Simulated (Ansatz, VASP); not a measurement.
**Two plane-wave programs on Na3Li**

```
Na Li
1.0
     5.04790    0.00000    0.00000
     0.00000    5.04790    0.00000
     0.00000    0.00000    5.04790
Na Li
3 1
Direct
  0.00000 0.50000 0.50000
  0.50000 0.00000 0.50000
  0.50000 0.50000 0.00000
  0.00000 0.00000 0.00000
```

Alike in both runs: task relaxation of cell and atoms; functional PBE; k mesh 8 × 8 × 8; occupations gaussian, width 0.1 eV; no spin polarisation.

```csv
,VASP,Ansatz
version,VASP 6.6.1,Ansatz 0.2.0
potentials or method,"VASP PAW PBE potentials, release 64 (Na_pv, Li_sv), cutoff 600 eV","scalar-relativistic, plane waves, PAW"
valence electrons in the cell,24,30
```

|  | VASP | Ansatz | Ansatz less VASP |
| --- | --- | --- | --- |
| gap on the k mesh at the Fermi level, each at its own relaxed structure (eV) | none | none | - |
| relaxed volume (Å³/atom) | 32.70 | 32.77 | +0.072 |
| relaxed cell length with the largest relative difference (Å) | 5.076 | 5.080 | +0.0037 |

A gap of «none» marks a metal or a gap that the smearing closes. VASP's potentials hold 24 valence electrons a cell and Ansatz's 30, so a difference there can come from the potentials and not from the codes.

Noted on VASP's run: the cutoff is short for stress, so the pressure is rough.
